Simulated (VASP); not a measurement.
Wanted: the native input for a VASP 6.6.1 run.

| Item | Value |
| --- | --- |
| Task | single point |
| Functional | PBE |
| Potentials or basis | VASP PAW PBE potentials, release 64 (Si, C) |
| Cutoff | 520 eV |
| k mesh | 12 × 12 × 6 |
| Occupations | gaussian, width 0.02 eV |
| Spin | no spin polarisation |
| Dipole correction | no |
| Further INCAR settings | ALGO = Normal; EDIFF = 1e-07; NBANDS = 16 |

The structure of SiC lies in POSCAR:

```
SiC
1.0
    3.0609359075      0.0000000000      0.0000000000
   -1.5304679537      2.6508482552      0.0000000000
    0.0000000000      0.0000000000      5.0220198587
Si C
2 2
Direct
    0.6666666667      0.3333333333      0.5045633660
    0.3333333333      0.6666666667      0.0045633660
    0.6666666667      0.3333333333      0.8804366240
    0.3333333333      0.6666666667      0.3804366240
```

This cell differs from its parent crystal: volume scaled by 0.97, then relaxed in part.

One way to write it, as run:

INCAR

```
  PREC = Accurate
  ENCUT = 520
  EDIFF = 1E-7
  ISMEAR = 0
  SIGMA = 0.02
  LREAL = F
  LASPH = T
  NELM = 100
  ALGO = Normal
  ISIF = 2
  LWAVE = F
  LCHARG = F
  GGA = PE
  NBANDS = 16
```

KPOINTS

```
regular mesh
0
Gamma
  12 12 6
```

Potentials or basis: VASP PAW PBE potentials, release 64 (Si, C).

Command:

```console
$ cat potpaw_PBE.64/Si/POTCAR potpaw_PBE.64/C/POTCAR > POTCAR
$ mpirun -np 1 vasp_std > vasp.out
```

It gave:

```
Pressure               : 6.9 GPa
Largest force          : 0.006 eV/Å
Band gap on the k mesh : 2.25 eV, indirect (least direct gap 4.00 eV)
```

It took 23 s on 1 thread of Intel(R) Xeon(R) Platinum 8488C (Sapphire Rapids), on a shared host, peak memory 0.17 GiB.
